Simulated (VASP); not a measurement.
Wanted: the native input for a VASP 6.6.1 run.

* Task: single point
* Functional: LDA
* Potentials or basis: VASP PAW LDA potentials, release 64 (W_sv, S)
* Cutoff: 520 eV
* k mesh: 10 × 10 × 10
* Occupations: fermi-dirac, width 0.05 eV
* Spin: no spin polarisation
* Dipole correction: no
* Further INCAR settings: ALGO = Normal; EDIFF = 1e-06; NBANDS = 20

The structure of WS2 (Tungstenite) lies in POSCAR:

```
WS2
1.0
    1.5684023653      0.9055175278      6.1219674337
   -1.5684023653      0.9055175278      6.1219674337
    0.0000000000     -1.8110350555      6.1219674337
W S
1 2
Direct
    0.0000000000      0.0000000000      0.0000000000
    0.5810000000      0.5810000000      0.5810000000
    0.7503000000      0.7503000000      0.7503000000
```

This cell differs from its parent crystal: volume scaled by 0.98.

One way to write it, as run:

INCAR

```
ALGO = Normal
EDIFF = 1E-6
ENCUT = 520
GGA = CA
ISIF = 2
ISMEAR = -1
LASPH = True
LCHARG = True
LELF = True
LREAL = False
LVHAR = True
LWAVE = False
NBANDS = 20
NELM = 60
PREC = Accurate
SIGMA = 0.05
```

KPOINTS

```
k-points
0
Gamma
  10 10 10
```

Potentials or basis: VASP PAW LDA potentials, release 64 (W_sv, S).

Command:

```sh
$ cat potpaw_LDA.64/W_sv/POTCAR potpaw_LDA.64/S/POTCAR > POTCAR
$ mpirun -np 1 vasp_std > vasp.out
```

Results of the run:

- Pressure: 0.2 GPa
- Largest force: 0.616 eV/Å
- Band gap on the k mesh: 0.97 eV, indirect (least direct gap 2.29 eV)

Caveat: spin-orbit coupling is left out, which moves the levels of the heavy elements.

Run time: 7.6 min on 1 thread of Intel(R) Xeon(R) Platinum 8259CL CPU @ 2.50GHz (Skylake/Cascade Lake) (shared host), peak memory 0.32 GiB.
